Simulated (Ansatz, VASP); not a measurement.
## One calculation of Rh, two programs

File INCAR:

```
ALGO = Fast ; EDIFF = 1E-6
ENCUT = 520 ; GGA = PE
ISIF = 2 ; ISMEAR = 0
LASPH = True ; LCHARG = True
LELF = True ; LREAL = False
LVHAR = True ; LWAVE = False
NBANDS = 14 ; NELM = 60
PREC = Accurate ; SIGMA = 0.15
```

Contents of KPOINTS:

```
k-points
0
Gamma
  22 22 22
```

POSCAR

```
Rh
1.0
    0.0000000000      1.9015500000      1.9015500000
    1.9395810000      0.0000000000      1.9015500000
    1.9395810000      1.9015500000      0.0000000000
Rh
1
Direct
    0.0000000000      0.0000000000      0.0000000000
```

Input for Ansatz:

```yaml
crystal:
  lattice:
    - [0.0, 1.90155, 1.90155]
    - [1.939581, 0.0, 1.90155]
    - [1.939581, 1.90155, 0.0]
  atoms:
    - { symbol: Rh, position: [0.0, 0.0, 0.0] }
basis:
  ecutwfc: 420
kpoints:
  mp_grid: { grid: [22, 22, 22] }
hamiltonian:
  xc: pbe
scf:
  occupations: { method: gaussian, width: 0.15 }
output:
  forces: true
  stress: true
  eigenvalues: true
```

Change from the starting cell: strain +0.0200 x Voigt [1, 0, 0, 0, 0, 0], atoms carried along.

Alike in both runs: task single point; functional PBE; k mesh 22 × 22 × 22; occupations gaussian, width 0.15 eV; no spin polarisation.

|  | VASP | Ansatz |
| --- | --- | --- |
| version | VASP 6.6.1 | Ansatz 0.2.0 |
| potentials or method | VASP PAW PBE potentials, release 64 (Rh_pv), cutoff 520 eV | scalar-relativistic, plane waves, PAW |
| valence electrons in the cell | 15 | 17 |

```csv
,VASP,Ansatz,Ansatz less VASP
gap on the k mesh at the Fermi level (eV),none,none,-
pressure (GPa),0.5,0.5,0.00
"traceless stress, the component that is largest in VASP (GPa)",-3.10,-3.11,-0.010
```

A gap of «none» marks a metal or a gap that the smearing closes. The functional is the same, so the differences come from potentials, cutoffs and numerics. VASP's potentials hold 15 valence electrons a cell and Ansatz's 17, so a difference there can come from the potentials and not from the codes.
